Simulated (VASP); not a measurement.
# LiCl (I4/mmm) in VASP: notebook, part 2 of 2

VASP 6.6.1. The steps go on from the part before.

## Step 3: Single point, PBE (strain +0.030 along x and y, +0.000 along z)

Contents of INCAR:

```
SYSTEM = LiCl
ALGO = Normal ; EDIFF = 1E-6
ENCUT = 520 ; GGA = PE
ISIF = 2 ; ISMEAR = 0
LASPH = .True. ; LCHARG = .False.
LREAL = .False. ; LWAVE = .False.
NBANDS = 12 ; NELM = 60
PREC = Accurate ; SIGMA = 0.05
```

Contents of KPOINTS:

```
k-points
0
Gamma
  8 8 8
  0 0 0
```

Contents of POSCAR:

```
LiCl
1.0
    0.0000000000      2.6417028000      2.5647600000
    2.6417028000      0.0000000000      2.5647600000
    2.6417028000      2.6417028000      0.0000000000
Li Cl
1 1
Direct
    0.0000000000      0.0000000000      0.0000000000
    0.5000000000      0.5000000000      0.5000000000
```

Potentials or basis: VASP PAW PBE potentials, release 64 (Li_sv, Cl).

Run with:

```console
$ cat potpaw_PBE.64/Li_sv/POTCAR potpaw_PBE.64/Cl/POTCAR > POTCAR
$ mpirun -np 1 vasp_std > vasp.out
```

OUTCAR:

```text
SYSTEM = LiCl
   EDIFF = 1E-6
   ENCUT = 520
   GGA = PE
   ISIF = 2
   ISMEAR = 0
   LASPH = .True.
   LREAL = .False.
   NELM = 60
   PREC = Accurate

 ion  position               nearest neighbor table
   1  0.000  0.000  0.000-   2 2.56   2 2.56
   2  0.500  0.500  0.500-   1 2.56   1 2.56

  LATTYP: Found a body centered tetragonal cell.
 ALAT       =     3.7359319275
 C/A-ratio  =     1.3730228761

  Lattice vectors:

 A1 = (   0.0000000000,  -2.6417028000,  -2.5647600000)
 A2 = (   0.0000000000,   2.6417028000,  -2.5647600000)
 A3 = (   2.6417028000,   0.0000000000,   2.5647600000)

Analysis of symmetry for initial positions (statically):
=====================================================================
 Subroutine PRICEL returns:
 Original cell was already a primitive cell.

 Routine SETGRP: Setting up the symmetry group for a
 body centered tetragonal supercell.

 Subroutine GETGRP returns: Found 16 space group operations
 (whereof 16 operations were pure point group operations)
 out of a pool of 16 trial point group operations.

The static configuration has the point symmetry D_4h.

Analysis of symmetry for dynamics (positions and initial velocities):
=====================================================================
 Subroutine PRICEL returns:
 Original cell was already a primitive cell.

 Routine SETGRP: Setting up the symmetry group for a
 body centered tetragonal supercell.

 Subroutine GETGRP returns: Found 16 space group operations
 (whereof 16 operations were pure point group operations)
 out of a pool of 16 trial point group operations.

The dynamic configuration has the point symmetry D_4h.

 Subroutine INISYM returns: Found 16 space group operations
 (whereof 16 operations are pure point group operations),
 and found     1 'primitive' translations

----------------------------------------------------------------------------------------

                                     Primitive cell

  volume of cell :      35.7968

  direct lattice vectors                    reciprocal lattice vectors
     0.000000000  2.641702800  2.564760000    -0.189271859  0.189271859  0.194950015
     2.641702800  0.000000000  2.564760000     0.189271859 -0.189271859  0.194950015
     2.641702800  2.641702800  0.000000000     0.189271859  0.189271859 -0.194950015

  length of vectors
     3.681927150  3.681927150  3.735931928     0.331139218  0.331139218  0.331139218

  position of ions in fractional coordinates (direct lattice)
     0.000000000  0.000000000  0.000000000
     0.500000000  0.500000000  0.500000000

  ion indices of the primitive-cell ions
   primitive index   ion index
                 1           1
                 2           2

----------------------------------------------------------------------------------------

 KPOINTS: k-points

Automatic generation of k-mesh.
 Grid dimensions read from file:
 generate k-points for:    8    8    8

 Generating k-lattice:

  Cartesian coordinates                     Fractional coordinates (reciprocal lattice)
    -0.023658982  0.023658982  0.024368752     0.125000000  0.000000000  0.000000000
     0.023658982 -0.023658982  0.024368752     0.000000000  0.125000000  0.000000000
     0.023658982  0.023658982 -0.024368752     0.000000000  0.000000000  0.125000000

  Length of vectors
     0.041392402  0.041392402  0.041392402

  Shift w.r.t. Gamma in fractional coordinates (k-lattice)
     0.000000000  0.000000000  0.000000000

 Subroutine IBZKPT returns following result:
 ===========================================

 Found     59 irreducible k-points:

 Following reciprocal coordinates:
            Coordinates               Weight
  0.000000  0.000000  0.000000      1.000000
  0.125000 -0.000000  0.000000      8.000000
  0.250000 -0.000000  0.000000      8.000000
  0.375000 -0.000000  0.000000      8.000000
  0.500000 -0.000000  0.000000      4.000000
  0.125000  0.125000  0.000000      2.000000
[... 16 lines left out ...]
  0.250000  0.000000  0.125000     16.000000
  0.375000  0.000000  0.125000     16.000000
 [... further k-points ...]
   k-points           NKPTS =     59   k-points in BZ     NKDIM =     59   number of bands    NBANDS=     12
   number of dos      NEDOS =    301   number of ions     NIONS =      2
   total plane-waves  NPLWV =  21952
   dimension x,y,z NGX =    28 NGY =   28 NGZ =   28
   dimension x,y,z NGXF=    56 NGYF=   56 NGZF=   56
   ions per type =               1   1
   NGX,Y,Z   is equivalent  to a cutoff of  12.64, 12.64, 12.46 a.u.
   NGXF,Y,Z  is equivalent  to a cutoff of  25.29, 25.29, 24.92 a.u.
 SYSTEM =  LiCl
   PREC   = accura    normal or accurate (medium, high low for compatibility)
   ISTART =      0    job   : 0-new  1-cont  2-samecut
   ICHARG =      2    charge: 1-file 2-atom 10-const
   ISPIN  =      1    spin polarized calculation?
   LNONCOLLINEAR =      F non collinear calculations
   LSORBIT =      F    spin-orbit coupling
   LASPH  =      T    aspherical Exc in radial PAW
   ENCUT  =  520.0 eV  38.22 Ry    6.18 a.u.   6.85  6.85  6.95*2*pi/ulx,y,z
   NELM   =     60;   NELMIN=  2; NELMDL= -5     # of ELM steps
   EDIFF  = 0.1E-05   stopping-criterion for ELM
   LREAL  =      F    real-space projection
   EDIFFG = 0.1E-04   stopping-criterion for IOM
   NSW    =      0    number of steps for IOM
   IBRION =     -1    ionic relax: 0-MD 1-quasi-New 2-CG
   NFREE  =      0    steps in history (QN), initial steepest desc. (CG)
   ISIF   =      2    stress and relaxation
   ISYM   =      2    0-nonsym 1-usesym 2-fastsym
   POTIM  = 0.5000    time-step for ionic-motion
   TEBEG  =    0.0;   TEEND  =   0.0 temperature during run
   PSTRESS=    0.0 pullay stress
   NELECT =      10.0000    total number of electrons
   NUPDOWN=      -1.0000    fix difference up-down
   EMIN   =  10.00;   EMAX   =-10.00  energy-range for DOS
   EFERMI =   0.00;   METHOD = LEGACY
   ISMEAR =     0;   SIGMA  =   0.05  broadening in eV -4-tet -1-fermi 0-gaus
   EFERMI_NEDOS =   21; number of points for ismear=-14 and -15
   IALGO  =     38    algorithm
   IMIX   =      4    mixing-type and parameters
     AMIX     =   0.40;   BMIX     =  1.00
     AMIX_MAG =   1.60;   BMIX_MAG =  1.00
  volume/ion in A,a.u.               =      17.90       120.78
  Fermi-wavevector in a.u.,A,eV,Ry     =   1.070188  2.022361 15.582776  1.145302
  Thomas-Fermi vector in A             =   2.205890
   LORBIT       =      0    0 simple, 1 ext, 2 COOP (PROOUT), +10 PAW based schemes
   GGA     = PE    functional components
   LHFCALC =     F    Hartree Fock is set to
   AEXX    =    0.0000 exact exchange contribution
   IVDW    =     0    specifies the selected vdW correction
   LEPSILON=     F    determine dielectric tensor
   LRPA    =     F    only Hartree local field effects (RPA)
 non-spin polarized calculation
 Gauss-broadening in eV      SIGMA  =   0.05
  energy-cutoff  :      520.00
  volume of cell :       35.80
 maximum number of plane-waves:       982
   NGX = 13   NGY = 13   NGZ = 13

 number of electron      10.0000006 magnetization

 Free energy of the ion-electron system (eV)
  ---------------------------------------------------
  ext. energy  EPLUGINS =         0.00000000
  ---------------------------------------------------
  free energy    TOTEN  =        -7.37748578 eV

  energy without entropy =       -7.37748578  energy(sigma->0) =       -7.37748578

 E-fermi :   0.5421     XC(G=0):  -8.4769

 val. band max:        0.1780881340   @ k =   0.0000   0.0000   0.0000
 cond. band min:       6.1682220538   @ k =   0.0000   0.0000   0.0000
 fundamental gap:      5.9901339198
 Fermi energy:         0.5421444981

 k-point     1 :       0.0000    0.0000    0.0000
  band No.  band energies     occupation
      1     -43.4803      2.00000
      2     -13.0484      2.00000
      3       0.0943      2.00000
      4       0.1781      2.00000
      5       0.1781      2.00000
      6       6.1682      0.00000
      7      11.9588      0.00000
      8      11.9588      0.00000
      9      12.2040      0.00000
     10      14.1417      0.00000
     11      14.1417      0.00000
     12      14.4026      0.00000
[... 331 lines left out ...]
 k-point    24 :       0.3750    0.0000    0.1250
  band No.  band energies     occupation
      1     -43.4787      2.00000
      2     -12.6458      2.00000
      3      -1.8532      2.00000
      4      -0.2773      2.00000
      5      -0.2204      2.00000
      6       7.6575      0.00000
      7       9.6149      0.00000
      8      10.7509      0.00000
      9      11.0068      0.00000
     10      14.1129      0.00000
     11      16.1849      0.00000
     12      16.7360      0.00000

 [... further k-points ...]
[... 5 lines left out ...]
  --------------------------------------------------------------------------------------
  -------------------------------------------------------------------------------------
  Total       -0.3609866     -0.3609866     -0.2172555      0.0000000     -0.0000000     -0.0000000
  in kB      -16.1568602    -16.1568602     -9.7238161      0.0000000     -0.0000000     -0.0000000
  external PRESSURE =     -14.0125122 kB  Pullay stress =       0.0000000 kB

 VOLUME and BASIS-vectors are now :
 -----------------------------------------------------------------------------
  energy-cutoff  :      520.00
  volume of cell :       35.80
      direct lattice vectors                 reciprocal lattice vectors
     0.000000000  2.641702800  2.564760000    -0.189271859  0.189271859  0.194950015
     2.641702800  0.000000000  2.564760000     0.189271859 -0.189271859  0.194950015
     2.641702800  2.641702800  0.000000000     0.189271859  0.189271859 -0.194950015

 POSITION                                       TOTAL-FORCE (eV/Angst)
 -----------------------------------------------------------------------------------
      0.00000      0.00000      0.00000        -0.000000      0.000000      0.000000
      2.64170      2.64170      2.56476         0.000000     -0.000000      0.000000
 -----------------------------------------------------------------------------------
    total drift:                                0.000000      0.000000      0.000000

  FREE ENERGIE OF THE ION-ELECTRON SYSTEM (eV)
  ---------------------------------------------------
  free  energy   TOTEN  =        -7.3774857751 eV

  energy  without entropy=       -7.3774857751  energy(sigma->0) =       -7.37748578
```

OSZICAR:

```text
N       E                     dE             d eps       ncg     rms          rms(c)
DAV:   1     0.432700136768E+02    0.43270E+02   -0.40746E+03  1416   0.771E+02
DAV:   2    -0.475381336255E+01   -0.48024E+02   -0.45730E+02  1784   0.144E+02
DAV:   3    -0.738227072070E+01   -0.26285E+01   -0.26205E+01  1852   0.354E+01
DAV:   4    -0.744798399243E+01   -0.65713E-01   -0.65683E-01  1992   0.572E+00
DAV:   5    -0.744897170621E+01   -0.98771E-03   -0.98771E-03  1908   0.651E-01    0.233E+00
DAV:   6    -0.737032423706E+01    0.78647E-01   -0.17391E-01  1860   0.192E+00    0.166E+00
DAV:   7    -0.737266436494E+01   -0.23401E-02   -0.52867E-02  2152   0.118E+00    0.922E-01
DAV:   8    -0.737745812929E+01   -0.47938E-02   -0.71933E-03  1640   0.584E-01    0.160E-01
DAV:   9    -0.737741608233E+01    0.42047E-04   -0.25351E-04  1820   0.111E-01    0.599E-02
DAV:  10    -0.737747552403E+01   -0.59442E-04   -0.15533E-04  1628   0.829E-02    0.555E-02
DAV:  11    -0.737748494807E+01   -0.94240E-05   -0.18234E-05  1884   0.273E-02    0.190E-03
DAV:  12    -0.737748610717E+01   -0.11591E-05   -0.65157E-07  1628   0.595E-03    0.439E-03
DAV:  13    -0.737748577512E+01    0.33205E-06   -0.17807E-07   944   0.287E-03
   1 F= -.73774858E+01 E0= -.73774858E+01  d E =-.104274E-26
```

stdout:

```text
POSCAR found type information on POSCAR LiCl
 POSCAR found :  2 types and       2 ions
 scaLAPACK will be used
 LDA part: xc-table for (Slater+PW92), standard interpolation
 POSCAR, INCAR and KPOINTS ok, starting setup
 FFT: planning ... GRIDC
 FFT: planning ... GRID_SOFT
 FFT: planning ... GRID
 WAVECAR not read
 entering main loop
```

Run time: 11 s. Hardware: 1 thread of Intel Xeon 6975P-C (Granite Rapids), shared host; peak memory 0.16 GiB.

Results:

* Free energy: -7.3775 eV
* Band gap on the k mesh: 5.99 eV, direct

Caveat: the cell differs from its parent crystal (strain +0.030 along x and y, +0.000 along z); the cutoff is under 1.25 times the usual one of these potentials, so pressure, stress and relaxed cells hold a basis-set (Pulay) error.
